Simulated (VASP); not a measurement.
# CuAu (P4/mmm) in VASP: single point with PBE

Aim: the single point of CuAu with PBE.

All numbers are computed with VASP 6.6.1; they aren't measurements. Logs are shortened: lines on timing, memory, paths and dates and some standing lists are left out, and cuts for length are marked.

## Step 1: The cell of the first run

It takes space group P4/mmm (No. 123, tetragonal). The conventional cell has a = 2.811 Å, b = 2.811 Å, c = 3.685 Å, α = 90.00°, β = 90.00°, γ = 90.00°. Au (site symmetry 4/mmm) has 8 Cu at 2.71 Å and 6 Au at 2.81 to 3.69 Å within 3.7 Å. Within 3.7 Å of Cu (site symmetry 4/mmm) lie 8 Au at 2.71 Å and 6 Cu at 2.81 to 3.69 Å.

## Step 2: Single point, PBE

Contents of POSCAR:

```
CuAu
1.0
    2.8107494552      0.0000000000      0.0000000000
    0.0000000000      2.8107494552      0.0000000000
    0.0000000000      0.0000000000      3.6850000000
Au Cu
1 1
Direct
    0.0000000000      0.0000000000      0.0000000000
    0.5000000000      0.5000000000      0.5000000000
```

Contents of INCAR.step1:

```
GGA = PE
ISMEAR = 1
SIGMA = 0.1
LWAVE = False
LCHARG = True
NBANDS = 27
PREC = Accurate
LASPH = True
LREAL = False
ALGO = Normal
EDIFF = 1E-6
NELM = 120
GGA_COMPAT = False
ENCUT = 470
LMAXMIX = 4
```

Contents of KPOINTS.step1:

```
k-points
0
Gamma
  11 11 8
```

Contents of INCAR.step2:

```
GGA = PE
ISMEAR = -5
LWAVE = False
LCHARG = False
NBANDS = 27
PREC = Accurate
LASPH = True
LREAL = False
ALGO = Normal
EDIFF = 1E-6
NELM = 120
GGA_COMPAT = False
ENCUT = 470
LMAXMIX = 4
NEDOS = 4001
LORBIT = 11
EMIN = -8.2268
EMAX = 16.7732
ICHARG = 11
```

Contents of KPOINTS.step2:

```
Automatic mesh
0
Gamma
  28 28 22
  0 0 0
```

Potentials or basis: VASP PAW PBE potentials, release 64 (Au, Cu).

On the command line:

```sh
$ cat potpaw_PBE.64/Au/POTCAR potpaw_PBE.64/Cu/POTCAR > POTCAR
$ cp INCAR.step1 INCAR
$ cp KPOINTS.step1 KPOINTS
$ mpirun -np 1 vasp_std > vasp.out
$ cp INCAR.step2 INCAR
$ cp KPOINTS.step2 KPOINTS
$ mpirun -np 1 vasp_std > vasp.out
```

OUTCAR:

```text
GGA = PE
   ISMEAR = -5
   PREC = Accurate
   LASPH = True
   LREAL = False
   EDIFF = 1E-6
   NELM = 120
   ENCUT = 470
   LORBIT = 11
   EMIN = -8.2268
   ICHARG = 11

 ion  position               nearest neighbor table
   1  0.000  0.000  0.000-   2 2.71   2 2.71   2 2.71   2 2.71   2 2.71   2 2.71   2 2.71   2 2.71

   2  0.500  0.500  0.500-   1 2.71   1 2.71   1 2.71   1 2.71   1 2.71   1 2.71   1 2.71   1 2.71

  LATTYP: Found a simple tetragonal cell.
 ALAT       =     2.8107494552
 C/A-ratio  =     1.3110382333

  Lattice vectors:

 A1 = (   2.8107494552,   0.0000000000,   0.0000000000)
 A2 = (   0.0000000000,   2.8107494552,   0.0000000000)
 A3 = (   0.0000000000,   0.0000000000,   3.6850000000)

Analysis of symmetry for initial positions (statically):
=====================================================================
 Subroutine PRICEL returns:
 Original cell was already a primitive cell.

 Routine SETGRP: Setting up the symmetry group for a
 simple tetragonal supercell.

 Subroutine GETGRP returns: Found 16 space group operations
 (whereof 16 operations were pure point group operations)
 out of a pool of 16 trial point group operations.

The static configuration has the point symmetry D_4h.

Analysis of symmetry for dynamics (positions and initial velocities):
=====================================================================
 Subroutine PRICEL returns:
 Original cell was already a primitive cell.

 Routine SETGRP: Setting up the symmetry group for a
 simple tetragonal supercell.

 Subroutine GETGRP returns: Found 16 space group operations
 (whereof 16 operations were pure point group operations)
 out of a pool of 16 trial point group operations.

The dynamic configuration has the point symmetry D_4h.

 Subroutine INISYM returns: Found 16 space group operations
 (whereof 16 operations are pure point group operations),
 and found     1 'primitive' translations

----------------------------------------------------------------------------------------

                                     Primitive cell

  volume of cell :      29.1127

  direct lattice vectors                    reciprocal lattice vectors
     2.810749455  0.000000000  0.000000000     0.355776997  0.000000000  0.000000000
     0.000000000  2.810749455  0.000000000     0.000000000  0.355776997  0.000000000
     0.000000000  0.000000000  3.685000000     0.000000000  0.000000000  0.271370421

  length of vectors
     2.810749455  2.810749455  3.685000000     0.355776997  0.355776997  0.271370421

  position of ions in fractional coordinates (direct lattice)
     0.000000000  0.000000000  0.000000000
     0.500000000  0.500000000  0.500000000

  ion indices of the primitive-cell ions
   primitive index   ion index
                 1           1
                 2           2

----------------------------------------------------------------------------------------

 KPOINTS: Automatic mesh

Automatic generation of k-mesh.
 Grid dimensions read from file:
 generate k-points for:   28   28   22

 Generating k-lattice:

  Cartesian coordinates                     Fractional coordinates (reciprocal lattice)
     0.012706321  0.000000000  0.000000000     0.035714286  0.000000000  0.000000000
     0.000000000  0.012706321  0.000000000     0.000000000  0.035714286  0.000000000
     0.000000000  0.000000000  0.012335019     0.000000000  0.000000000  0.045454545

  Length of vectors
     0.012706321  0.012706321  0.012335019

  Shift w.r.t. Gamma in fractional coordinates (k-lattice)
     0.000000000  0.000000000  0.000000000

 TETIRR: Found  25872 inequivalent tetrahedra from   103488

 Subroutine IBZKPT returns following result:
 ===========================================

 Found   1440 irreducible k-points:

 Following reciprocal coordinates:
            Coordinates               Weight
  0.000000  0.000000  0.000000      1.000000
  0.035714  0.000000  0.000000      4.000000
  0.071429  0.000000  0.000000      4.000000
  0.107143  0.000000  0.000000      4.000000
  0.142857  0.000000  0.000000      4.000000
  0.178571  0.000000  0.000000      4.000000
[... 16 lines left out ...]
  0.285714  0.035714  0.000000      8.000000
  0.321429  0.035714  0.000000      8.000000
 [... further k-points ...]
   k-points           NKPTS =   1440   k-points in BZ     NKDIM =   1440   number of bands    NBANDS=     27
   number of dos      NEDOS =   4001   number of ions     NIONS =      2
   total plane-waves  NPLWV =  11200
   dimension x,y,z NGX =    20 NGY =   20 NGZ =   28
   dimension x,y,z NGXF=    40 NGYF=   40 NGZF=   56
   ions per type =               1   1
   NGX,Y,Z   is equivalent  to a cutoff of  11.83, 11.83, 12.63 a.u.
   NGXF,Y,Z  is equivalent  to a cutoff of  23.66, 23.66, 25.26 a.u.
 SYSTEM =  unknown system
   PREC   = accura    normal or accurate (medium, high low for compatibility)
   ISTART =      0    job   : 0-new  1-cont  2-samecut
   ICHARG =     11    charge: 1-file 2-atom 10-const
   ISPIN  =      1    spin polarized calculation?
   LNONCOLLINEAR =      F non collinear calculations
   LSORBIT =      F    spin-orbit coupling
   LASPH  =      T    aspherical Exc in radial PAW
   ENCUT  =  470.0 eV  34.54 Ry    5.88 a.u.   4.97  4.97  6.51*2*pi/ulx,y,z
   NELM   =    120;   NELMIN=  2; NELMDL=  0     # of ELM steps
   EDIFF  = 0.1E-05   stopping-criterion for ELM
   LREAL  =      F    real-space projection
   EDIFFG = 0.1E-04   stopping-criterion for IOM
   NSW    =      0    number of steps for IOM
   IBRION =     -1    ionic relax: 0-MD 1-quasi-New 2-CG
   NFREE  =      0    steps in history (QN), initial steepest desc. (CG)
   ISIF   =      2    stress and relaxation
   ISYM   =      2    0-nonsym 1-usesym 2-fastsym
   POTIM  = 0.5000    time-step for ionic-motion
   TEBEG  =    0.0;   TEEND  =   0.0 temperature during run

   SCALEE = 1.0000    scale energy and forces
   PSTRESS=    0.0 pullay stress
   NELECT =      22.0000    total number of electrons
   NUPDOWN=      -1.0000    fix difference up-down
   EMIN   =  -8.23;   EMAX   = 16.77  energy-range for DOS
   EFERMI =   0.00;   METHOD = LEGACY
   ISMEAR =    -5;   SIGMA  =   0.20  broadening in eV -4-tet -1-fermi 0-gaus
   EFERMI_NEDOS =   21; number of points for ismear=-14 and -15
   IALGO  =     38    algorithm
   IMIX   =      4    mixing-type and parameters
     AMIX     =   0.40;   BMIX     =  1.00
     AMIX_MAG =   1.60;   BMIX_MAG =  1.00
  volume/ion in A,a.u.               =      14.56        98.23
  Fermi-wavevector in a.u.,A,eV,Ry     =   1.491152  2.817868 30.253005  2.223533
  Thomas-Fermi vector in A             =   2.603843
   LORBIT       =     11    0 simple, 1 ext, 2 COOP (PROOUT), +10 PAW based schemes
   GGA     = PE    functional components
   LHFCALC =     F    Hartree Fock is set to
   AEXX    =    0.0000 exact exchange contribution
   IVDW    =     0    specifies the selected vdW correction
   LEPSILON=     F    determine dielectric tensor
   LRPA    =     F    only Hartree local field effects (RPA)

   CSHIFT  =0.1000    complex shift for real part using Kramers Kronig

   OMEGAMAX=  -1.0    maximum frequency
 non-spin polarized calculation
 Fermi weights with tetrahedron method with Bloechl corrections
  energy-cutoff  :      470.00
  volume of cell :       29.11
 maximum number of plane-waves:       693
 NGX is ok and might be reduce to    20

 number of electron      22.0000020 magnetization

 Free energy of the ion-electron system (eV)
  ---------------------------------------------------
  ext. energy  EPLUGINS =         0.00000000
  ---------------------------------------------------
  free energy    TOTEN  =        -7.04921431 eV

  energy without entropy =       -7.04921431  energy(sigma->0) =       -7.04921431

 E-fermi :   8.7695     XC(G=0): -12.6642

 val. band max:        8.8133607597   @ k =   0.5000   0.1071   0.5000
 cond. band min:       8.6895501097   @ k =   0.5000   0.1071   0.2273
 fundamental gap:     -0.1238106500
 Fermi energy:         8.7695102027

 k-point     1 :       0.0000    0.0000    0.0000
  band No.  band energies     occupation
      1      -1.0385      2.00000
      2       2.1163      2.00000
      3       2.2821      2.00000
      4       4.6689      2.00000
      5       4.6689      2.00000
      6       5.7206      2.00000
[... 15 lines left out ...]
     22      35.2224      0.00000
     23      36.0648      0.00000

 k-point     2 :       0.0357    0.0000    0.0000
  band No.  band energies     occupation
      1      -1.0085      2.00000
      2       2.1327      2.00000
      3       2.2978      2.00000
      4       4.6505      2.00000
      5       4.6758      2.00000
      6       5.7074      2.00000
[... 15 lines left out ...]
     22      35.3525      0.00000
     23      35.9992      0.00000

 k-point     3 :       0.0714    0.0000    0.0000
  band No.  band energies     occupation
      1      -0.9191      2.00000
      2       2.1780      2.00000
      3       2.3484      2.00000
      4       4.5958      2.00000
      5       4.6966      2.00000
      6       5.6683      2.00000
[... 15 lines left out ...]
     22      35.3689      0.00000
     23      35.8148      0.00000
[... 495 lines left out ...]
 k-point    23 :       0.2857    0.0357    0.0000
  band No.  band energies     occupation
      1       0.6607      2.00000
      2       2.7341      2.00000
      3       3.4637      2.00000
      4       3.7407      2.00000
      5       5.0207      2.00000
      6       5.0305      2.00000
[... 15 lines left out ...]
     22      32.9208      0.00000
     23      33.9203      0.00000

 k-point    24 :       0.3214    0.0357    0.0000
  band No.  band energies     occupation
      1       1.0085      2.00000
      2       2.8542      2.00000
      3       3.5854      2.00000
      4       3.6947      2.00000
      5       4.9218      2.00000
      6       5.0925      2.00000
[... 15 lines left out ...]
     22      33.6323      0.00000
     23      33.6379      0.00000

 [... further k-points ...]

 [bands above 23 left out]

------------------------ aborting loop because EDIFF is reached ----------------------------------------

  FORCE on cell =-STRESS in cart. coord.  units (eV):
  Direction    XX          YY          ZZ          XY          YZ          ZX
  --------------------------------------------------------------------------------------
  -------------------------------------------------------------------------------------
  Total        0.6398625      0.6398625      0.6225324      0.0000000     -0.0000000      0.0000000
  in kB       35.2140106     35.2140106     34.2602694      0.0000000     -0.0000000      0.0000000
  external PRESSURE =      34.8960969 kB  Pullay stress =       0.0000000 kB

 VOLUME and BASIS-vectors are now :
 -----------------------------------------------------------------------------
  energy-cutoff  :      470.00
  volume of cell :       29.11
      direct lattice vectors                 reciprocal lattice vectors
     2.810749455  0.000000000  0.000000000     0.355776997  0.000000000  0.000000000
     0.000000000  2.810749455  0.000000000     0.000000000  0.355776997  0.000000000
     0.000000000  0.000000000  3.685000000     0.000000000  0.000000000  0.271370421

 POSITION                                       TOTAL-FORCE (eV/Angst)
 -----------------------------------------------------------------------------------
      0.00000      0.00000      0.00000         0.000000      0.000000      0.000000
      1.40537      1.40537      1.84250         0.000000      0.000000      0.000000
 -----------------------------------------------------------------------------------
    total drift:                                0.000000      0.000000      0.000000

  FREE ENERGIE OF THE ION-ELECTRON SYSTEM (eV)
  ---------------------------------------------------
  free  energy   TOTEN  =        -7.0492143075 eV

  energy  without entropy=       -7.0492143075  energy(sigma->0) =       -7.04921431

 total charge

# of ion       s       p       d       tot
------------------------------------------
    1        0.610   0.423   8.702   9.735
    2        0.378   0.315   9.222   9.916
--------------------------------------------------
tot          0.988   0.739  17.924  19.651
```

It took 12 min on 1 thread of Intel Xeon Platinum 8259CL at 2.50GHz (Skylake/Cascade Lake), shared host; peak memory 0.98 GiB.

Results:

| Property | Result |
| --- | --- |
| Valence electrons inside the program's atomic spheres | Au 9.73; Cu 9.92 |
| Density of states at the Fermi level | 0.31 states/eV/atom |

Caveat: spin-orbit coupling is left out, which moves the levels of the heavy elements; tetrahedron occupations give inexact forces and stress in metals.
